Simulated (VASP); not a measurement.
Input of a VASP 6.6.1 run:

File INCAR:

```
PREC = Accurate
ENCUT = 520
EDIFF = 1E-6
ISMEAR = 0
SIGMA = 0.1
LREAL = False
LASPH = True
NELM = 60
ALGO = Normal
ISIF = 2
LWAVE = False
LCHARG = False
GGA = PE
NBANDS = 24
```

The input KPOINTS:

```
regular mesh
0
Gamma
  6 6 2
```

POSCAR

```
Mg3NbO2
1.0
    2.8252680131      0.0000000000      0.0000000000
    0.0000000000      2.8252680131      0.0000000000
    0.0000000000      0.0000000000     10.7667109213
Mg Nb O
3 1 2
Direct
    0.0000000000      0.0000000000      0.7266240826
    0.0000000000      0.0000000000      0.2733759174
    0.5000000000      0.5000000000      0.5000000000
    0.0000000000      0.0000000000      0.0000000000
    0.5000000000      0.5000000000      0.8884095381
    0.5000000000      0.5000000000      0.1115904619
```

Potentials or basis: VASP PAW PBE potentials, release 64 (Mg, Nb_sv, O).

Command:

```bash
$ cat potpaw_PBE.64/Mg/POTCAR potpaw_PBE.64/Nb_sv/POTCAR potpaw_PBE.64/O/POTCAR > POTCAR
$ mpirun -np 1 vasp_std > vasp.out
```

(1) Predict the pressure.

(2) Estimate the largest force.

## Answers

(1) -0.5 GPa.

(2) 0.006 eV/Å.

Caveat: the k points lie up to 0.37 Å⁻¹ apart; an odd number of electrons without spin polarisation forces a metal; a magnetic or distorted state may lie lower.
